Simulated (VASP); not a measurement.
## TiB: single point with PBE

Crystal: TiB.

```
CELL_PARAMETERS angstrom
0.00000 2.26565 2.26565
2.26565 0.00000 2.26565
2.26565 2.26565 0.00000
ATOMIC_POSITIONS crystal
Ti 0.00000 0.00000 0.00000
B 0.50000 0.50000 0.50000
```

| Item | Value |
| --- | --- |
| Program | VASP 6.6.1 |
| Task | single point |
| Functional | PBE |
| Potentials or basis | VASP PAW PBE potentials, release 64 (Ti_sv, B) |
| Cutoff | 500 eV |
| k mesh | 9 × 9 × 9 |
| Occupations | fermi-dirac, width 0.05 eV |
| Spin | no spin polarisation |

| Quantity | Value |
| --- | --- |
| Pressure | -0.1 GPa |

Levels at points of the mesh, in eV from the Fermi level:
```
           k point  band 5  band 6  band 7  band 8  band 9  band 10
(0.00, 0.00, 0.00)   -8.94    1.47    1.47    1.47    2.31     2.31
```

Run time: 4.6 s on 1 thread of Intel(R) Xeon(R) 6975P-C (Granite Rapids), on a shared host, peak memory 0.14 GiB.
